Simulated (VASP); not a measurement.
Write the native input for VASP 6.6.1 that does the following.

```yaml
Task: single point
Functional: PBE
Potentials_or_basis: VASP PAW PBE potentials, release 64 (Cd)
Cutoff: 520 eV
k_mesh: 7 × 7 × 3
Occupations: fermi-dirac, width 0.1 eV
Spin: no spin polarisation
Dipole_correction: no
Further_INCAR_settings: ALGO = Normal; EDIFF = 1e-07; NBANDS = 19
```

The structure of Cd lies in POSCAR:

```
Cd
1.0
    1.4743740000      2.5536910000      0.0000000000
   -1.4743740000      2.5536910000      0.0000000000
    0.0000000000      0.0000000000      5.5609770000
Cd
2
Direct
    0.3333300000      0.3333400000      0.2500000000
    0.6666600000      0.6666700000      0.7500000000
```

One way to write it, as run:

INCAR

```
PREC     = Accurate       # precision mode
ENCUT    = 520            # plane-wave cutoff, eV
EDIFF    = 1E-7           # SCF threshold, eV
ISMEAR   = -1             # smearing method
SIGMA    = 0.1            # smearing width, eV
LREAL    = False          # projectors in reciprocal space
LASPH    = True           # aspherical terms in the spheres
NELM     = 100            # most SCF steps
ALGO     = Normal         # electronic algorithm
ISIF     = 2              # what is computed and relaxed
LWAVE    = False          # write WAVECAR
LCHARG   = False          # write CHGCAR
GGA      = PE             # functional
NBANDS   = 19             # bands
```

KPOINTS

```
Automatic mesh
0
Gamma
  7 7 3
```

Potentials or basis: VASP PAW PBE potentials, release 64 (Cd).

Run with:

```console
$ cat potpaw_PBE.64/Cd/POTCAR > POTCAR
$ mpirun -np 1 vasp_std > vasp.out
```

Results of the run:

```yaml
Pressure: 5.3 GPa
Band_gap_on_the_k_mesh: zero (band 12 reaches 4.54 eV, above the bottom of band 13 at 0.19 eV)
```

Caveat: the k points lie up to 0.38 Å⁻¹ apart.

It took 7.5 s on 1 thread of Intel(R) Xeon(R) 6975P-C (Granite Rapids), on a shared host, peak memory 0.16 GiB.
